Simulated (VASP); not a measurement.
# AlN in VASP: further runs

AlN is run at these levels: LDA; tasks: electric field gradients.

Program: VASP 6.6.1. These are calculated values, not measurements. Logs are shortened: lines on timing, memory, paths and dates and some standing lists are left out, and cuts for length are marked.

### 1 The cell of the first run

Symmetry: Fm-3m, No. 225, cubic system. The conventional cell has a = 3.956 Å, b = 3.956 Å, c = 3.956 Å, α = 90.00°, β = 90.00°, γ = 90.00°. Al (site symmetry m-3m) has 6 N at 1.98 Å within 2.6 Å. N (site symmetry m-3m) has 6 Al at 1.98 Å within 2.6 Å.

### 2 Electric field gradients, LDA

Input file INCAR:

```
ALGO     = Normal         # electronic algorithm
EDIFF    = 1E-8           # SCF threshold, eV
ENCUT    = 520            # plane-wave cutoff, eV
ISIF     = 2              # what is computed and relaxed
ISMEAR   = -1             # smearing method
LASPH    = T              # aspherical terms in the spheres
LCHARG   = F              # write CHGCAR
LEFG     = T            
LREAL    = F              # projectors in reciprocal space
LWAVE    = F              # write WAVECAR
NBANDS   = 11             # bands
NELM     = 100            # most SCF steps
PREC     = Accurate       # precision mode
SIGMA    = 0.01           # smearing width, eV
```

Input file KPOINTS:

```
k-points
0
Gamma
  12 12 12
```

Input file POSCAR:

```
AlN
1.0
    0.0000000000      1.9780000000      1.9780000000
    1.9780000000      0.0000000000      1.9780000000
    1.9780000000      1.9780000000      0.0000000000
Al N
1 1
Direct
    0.0000000000      0.0000000000      0.0000000000
    0.5000000000      0.5000000000      0.5000000000
```

Potentials or basis: VASP PAW LDA potentials, release 64 (Al, N).

Run with:

```console
$ cat potpaw_LDA.64/Al/POTCAR potpaw_LDA.64/N/POTCAR > POTCAR
$ mpirun -np 1 vasp_std > vasp.out
```

OUTCAR:

```text
EDIFF = 1E-8
   ENCUT = 520
   ISIF = 2
   ISMEAR = -1
   LASPH = T
   LREAL = F
   NELM = 100
   PREC = Accurate

 ion  position               nearest neighbor table
   1  0.000  0.000  0.000-   2 1.98   2 1.98   2 1.98   2 1.98   2 1.98   2 1.98
   2  0.500  0.500  0.500-   1 1.98   1 1.98   1 1.98   1 1.98   1 1.98   1 1.98

  LATTYP: Found a face centered cubic cell.
 ALAT       =     3.9560000000

  Lattice vectors:

 A1 = (   0.0000000000,   1.9780000000,   1.9780000000)
 A2 = (   1.9780000000,   0.0000000000,   1.9780000000)
 A3 = (   1.9780000000,   1.9780000000,   0.0000000000)

Analysis of symmetry for initial positions (statically):
=====================================================================
 Subroutine PRICEL returns:
 Original cell was already a primitive cell.

 Routine SETGRP: Setting up the symmetry group for a
 face centered cubic supercell.

 Subroutine GETGRP returns: Found 48 space group operations
 (whereof 48 operations were pure point group operations)
 out of a pool of 48 trial point group operations.

The static configuration has the point symmetry O_h .

Analysis of symmetry for dynamics (positions and initial velocities):
=====================================================================
 Subroutine PRICEL returns:
 Original cell was already a primitive cell.

 Routine SETGRP: Setting up the symmetry group for a
 face centered cubic supercell.

 Subroutine GETGRP returns: Found 48 space group operations
 (whereof 48 operations were pure point group operations)
 out of a pool of 48 trial point group operations.

The dynamic configuration has the point symmetry O_h .

 Subroutine INISYM returns: Found 48 space group operations
 (whereof 48 operations are pure point group operations),
 and found     1 'primitive' translations

----------------------------------------------------------------------------------------

                                     Primitive cell

  volume of cell :      15.4778

  direct lattice vectors                    reciprocal lattice vectors
     0.000000000  1.978000000  1.978000000    -0.252780586  0.252780586  0.252780586
     1.978000000  0.000000000  1.978000000     0.252780586 -0.252780586  0.252780586
     1.978000000  1.978000000  0.000000000     0.252780586  0.252780586 -0.252780586

  length of vectors
     2.797314426  2.797314426  2.797314426     0.437828819  0.437828819  0.437828819

  position of ions in fractional coordinates (direct lattice)
     0.000000000  0.000000000  0.000000000
     0.500000000  0.500000000  0.500000000

  ion indices of the primitive-cell ions
   primitive index   ion index
                 1           1
                 2           2

----------------------------------------------------------------------------------------

 KPOINTS: k-points

Automatic generation of k-mesh.
 Grid dimensions read from file:
 generate k-points for:   12   12   12

 Generating k-lattice:

  Cartesian coordinates                     Fractional coordinates (reciprocal lattice)
    -0.021065049  0.021065049  0.021065049     0.083333333  0.000000000  0.000000000
     0.021065049 -0.021065049  0.021065049     0.000000000  0.083333333  0.000000000
     0.021065049  0.021065049 -0.021065049     0.000000000  0.000000000  0.083333333

  Length of vectors
     0.036485735  0.036485735  0.036485735

  Shift w.r.t. Gamma in fractional coordinates (k-lattice)
     0.000000000  0.000000000  0.000000000

 Subroutine IBZKPT returns following result:
 ===========================================

 Found     72 irreducible k-points:

 Following reciprocal coordinates:
            Coordinates               Weight
  0.000000  0.000000  0.000000      1.000000
  0.083333  0.000000  0.000000      8.000000
  0.166667  0.000000  0.000000      8.000000
  0.250000  0.000000  0.000000      8.000000
  0.333333  0.000000  0.000000      8.000000
  0.416667  0.000000  0.000000      8.000000
[... 16 lines left out ...]
  0.500000  0.166667  0.000000     24.000000
 -0.416667  0.166667  0.000000     24.000000
 [... further k-points ...]
   k-points           NKPTS =     72   k-points in BZ     NKDIM =     72   number of bands    NBANDS=     11
   number of dos      NEDOS =    301   number of ions     NIONS =      2
   total plane-waves  NPLWV =  13824
   dimension x,y,z NGX =    24 NGY =   24 NGZ =   24
   dimension x,y,z NGXF=    48 NGYF=   48 NGZF=   48
   ions per type =               1   1
   NGX,Y,Z   is equivalent  to a cutoff of  14.26, 14.26, 14.26 a.u.
   NGXF,Y,Z  is equivalent  to a cutoff of  28.53, 28.53, 28.53 a.u.
 SYSTEM =  unknown system
   PREC   = accura    normal or accurate (medium, high low for compatibility)
   ISTART =      0    job   : 0-new  1-cont  2-samecut
   ICHARG =      2    charge: 1-file 2-atom 10-const
   ISPIN  =      1    spin polarized calculation?
   LNONCOLLINEAR =      F non collinear calculations
   LSORBIT =      F    spin-orbit coupling
   LASPH  =      T    aspherical Exc in radial PAW
   ENCUT  =  520.0 eV  38.22 Ry    6.18 a.u.   5.20  5.20  5.20*2*pi/ulx,y,z
   NELM   =    100;   NELMIN=  2; NELMDL= -5     # of ELM steps
   EDIFF  = 0.1E-07   stopping-criterion for ELM
   LREAL  =      F    real-space projection
   EDIFFG = 0.1E-06   stopping-criterion for IOM
   NSW    =      0    number of steps for IOM
   IBRION =     -1    ionic relax: 0-MD 1-quasi-New 2-CG
   NFREE  =      0    steps in history (QN), initial steepest desc. (CG)
   ISIF   =      2    stress and relaxation
   ISYM   =      2    0-nonsym 1-usesym 2-fastsym
   POTIM  = 0.5000    time-step for ionic-motion
   TEBEG  =    0.0;   TEEND  =   0.0 temperature during run
   PSTRESS=    0.0 pullay stress
   NELECT =       8.0000    total number of electrons
   NUPDOWN=      -1.0000    fix difference up-down
   EMIN   =  10.00;   EMAX   =-10.00  energy-range for DOS
   EFERMI =   0.00;   METHOD = LEGACY
   ISMEAR =    -1;   SIGMA  =   0.01  broadening in eV -4-tet -1-fermi 0-gaus
   EFERMI_NEDOS =   21; number of points for ismear=-14 and -15
   IALGO  =     38    algorithm
   IMIX   =      4    mixing-type and parameters
     AMIX     =   0.40;   BMIX     =  1.00
     AMIX_MAG =   1.60;   BMIX_MAG =  1.00
  volume/ion in A,a.u.               =       7.74        52.22
  Fermi-wavevector in a.u.,A,eV,Ry     =   1.313818  2.482756 23.485258  1.726118
  Thomas-Fermi vector in A             =   2.444114
   LORBIT       =      0    0 simple, 1 ext, 2 COOP (PROOUT), +10 PAW based schemes
   GGA     = CA    functional components
   LHFCALC =     F    Hartree Fock is set to
   AEXX    =    0.0000 exact exchange contribution
   IVDW    =     0    specifies the selected vdW correction
   LEPSILON=     F    determine dielectric tensor
   LRPA    =     F    only Hartree local field effects (RPA)
 non-spin polarized calculation
  energy-cutoff  :      520.00
  volume of cell :       15.48
 maximum number of plane-waves:       444
 NGX is ok and might be reduce to    24
   NGX = 11   NGY = 11   NGZ = 11

 number of electron       8.0000000 magnetization

 Free energy of the ion-electron system (eV)
  ---------------------------------------------------
  ext. energy  EPLUGINS =         0.00000000
  ---------------------------------------------------
  free energy    TOTEN  =       -16.20266761 eV

  energy without entropy =      -16.20266761  energy(sigma->0) =      -16.20266761

 E-fermi :  10.8091     XC(G=0): -12.8836

 val. band max:       10.5864745826   @ k =   0.0000   0.0000   0.0000
 cond. band min:      15.6555406984   @ k =   0.5000   0.5000   0.0000
 fundamental gap:      5.0690661157
 Fermi energy:        10.8090877336

 k-point     1 :       0.0000    0.0000    0.0000
  band No.  band energies     occupation
      1      -7.4337      2.00000
      2      10.5865      2.00000
      3      10.5865      2.00000
      4      10.5865      2.00000
      5      17.3375      0.00000
      6      22.8092      0.00000
      7      22.8092      0.00000
      8      22.8092      0.00000
      9      28.2158      0.00000
     10      28.6986      0.00000
     11      28.6986      0.00000
[... 309 lines left out ...]
 k-point    24 :      -0.4167    0.1667    0.0000
  band No.  band energies     occupation
      1      -3.5335      2.00000
      2       2.4417      2.00000
      3       7.3346      2.00000
      4       9.0264      2.00000
      5      18.4736      0.00000
      6      20.4830      0.00000
      7      23.0701      0.00000
      8      23.9473      0.00000
      9      29.4721      0.00000
     10      30.8753      0.00000
     11      31.2949      0.00000

 [... further k-points ...]
[... 5 lines left out ...]
  --------------------------------------------------------------------------------------
  -------------------------------------------------------------------------------------
  Total        1.2785612      1.2785612      1.2785612     -0.0000000      0.0000000      0.0000000
  in kB      132.3497840    132.3497840    132.3497840     -0.0000000      0.0000000      0.0000000
  external PRESSURE =     132.3497840 kB  Pullay stress =       0.0000000 kB

 VOLUME and BASIS-vectors are now :
 -----------------------------------------------------------------------------
  energy-cutoff  :      520.00
  volume of cell :       15.48
      direct lattice vectors                 reciprocal lattice vectors
     0.000000000  1.978000000  1.978000000    -0.252780586  0.252780586  0.252780586
     1.978000000  0.000000000  1.978000000     0.252780586 -0.252780586  0.252780586
     1.978000000  1.978000000  0.000000000     0.252780586  0.252780586 -0.252780586

 POSITION                                       TOTAL-FORCE (eV/Angst)
 -----------------------------------------------------------------------------------
      0.00000      0.00000      0.00000        -0.000000     -0.000000      0.000000
      1.97800      1.97800      1.97800         0.000000      0.000000      0.000000
 -----------------------------------------------------------------------------------
    total drift:                               -0.000000     -0.000000      0.000000

  FREE ENERGIE OF THE ION-ELECTRON SYSTEM (eV)
  ---------------------------------------------------
  free  energy   TOTEN  =       -16.2026676148 eV

  energy  without entropy=      -16.2026676148  energy(sigma->0) =      -16.20266761

 Electric field gradients (V/A^2)
---------------------------------------------------------------------
 ion       V_xx      V_yy      V_zz      V_xy      V_xz      V_yz
---------------------------------------------------------------------
   1      -0.000    -0.000     0.000     0.000     0.000     0.000
   2      -0.000    -0.000     0.000     0.000     0.000     0.000
---------------------------------------------------------------------

 Electric field gradients after diagonalization (V/A^2)
 (convention: |V_zz| > |V_xx| > |V_yy|)
----------------------------------------------------------------------
 ion       V_xx      V_yy      V_zz     asymmetry (V_yy - V_xx)/ V_zz
----------------------------------------------------------------------
   1      -0.000    -0.000     0.000       0.000
   2      -0.000    -0.000     0.000       0.000
----------------------------------------------------------------------

           NMR quadrupolar parameters

 Cq : quadrupolar parameter    Cq=e*Q*V_zz/h
 eta: asymmetry parameters     (V_yy - V_xx)/ V_zz
 Q  : nuclear electric quadrupole moment in mb (millibarn)
----------------------------------------------------------------------
 ion       Cq(MHz)       eta       Q (mb)
----------------------------------------------------------------------
   1       0.000       0.000       1.000
   2       0.000       0.000       1.000
----------------------------------------------------------------------
```

Wall time 17 s (1 thread of Intel Xeon 6975P-C, shared host); peak memory 0.13 GiB.

What came out:

```
Free energy            : -16.2027 eV
Pressure               : 13.2 GPa
Band gap on the k mesh : 5.07 eV, indirect (least direct gap 6.75 eV)
```

Levels at points of the mesh, in eV from the valence-band top:
| k point | band 2 | band 3 | band 4 | band 5 | band 6 | band 7 |
| --- | --- | --- | --- | --- | --- | --- |
| (0.00, 0.00, 0.00) | 0.00 | 0.00 | 0.00 | 6.75 | 12.22 | 12.22 |
| (0.50, 0.00, 0.00) | -8.78 | -1.21 | -1.21 | 6.55 | 11.34 | 11.34 |
| (0.50, 0.50, 0.00) | -7.87 | -2.99 | -2.99 | 5.07 | 5.11 | 14.70 |

Caveat: without QUAD_EFG the Cq values of the log hold for a quadrupole moment of 1 mb, not for the nuclei. A k mesh can miss the band edges.

(Continued in part 2 of 2.)
